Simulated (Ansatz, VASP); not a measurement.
# SiGe3: VASP beside Ansatz

File INCAR:

```
SYSTEM = SiGe3
PREC = Accurate
ENCUT = 520
EDIFF = 1E-7
ISMEAR = 0
SIGMA = 0.01
LREAL = .False.
LASPH = .True.
NELM = 80
ALGO = Normal
ISIF = 2
LWAVE = .False.
LCHARG = .True.
GGA = PE
LELF = .True.
LVHAR = .True.
NBANDS = 31
```

KPOINTS

```
regular mesh
0
Gamma
  6 6 4
  0 0 0
```

The input POSCAR:

```
SiGe3
1.0
    4.0190301947      0.0000000000      0.0000000000
    0.0000000000      4.0190301947      0.0000000000
    0.0000000000      0.0000000000      5.6578734330
Si Ge
1 3
Direct
    0.0000000000      0.0000000000      0.0000000000
    0.0000000000      0.5000000000      0.2435039931
    0.5000000000      0.5000000000      0.5000000000
    0.5000000000      0.0000000000      0.7564960069
```

Input for Ansatz:

```yaml
crystal:
  lattice:
    - [4.0190301947, 0.0, 0.0]
    - [0.0, 4.0190301947, 0.0]
    - [0.0, 0.0, 5.657873433]
  atoms:
    - { symbol: Si, position: [0.0, 0.0, 0.0] }
    - { symbol: Ge, position: [0.0, 0.5, 0.2435039931] }
    - { symbol: Ge, position: [0.5, 0.5, 0.5] }
    - { symbol: Ge, position: [0.5, 0.0, 0.7564960069] }
kpoints:
  mp_grid: { grid: [6, 6, 4] }
hamiltonian:
  xc: pbe
scf:
  occupations: { method: fixed }
  n_extra_bands: 5
output:
  forces: true
  stress: true
  eigenvalues: true
```

Alike in both runs: task single point; functional PBE; k mesh 6 × 6 × 4; no spin polarisation.

|  | VASP | Ansatz |
| --- | --- | --- |
| version | VASP 6.6.1 | Ansatz 0.2.0 |
| potentials or method | VASP PAW PBE potentials, release 64 (Si, Ge_d) | plane waves, PAW |
| plane-wave cutoff (eV) | 520 | 420 |
| occupations | gaussian, width 0.01 eV | fixed |
| valence electrons in the cell | 46 | 46 |

```tsv
	VASP	Ansatz	Ansatz less VASP
gap on the k mesh at the Fermi level (eV)	0.18	0.18	-0.003
pressure (GPa)	-0.1	0.0	+0.07
```
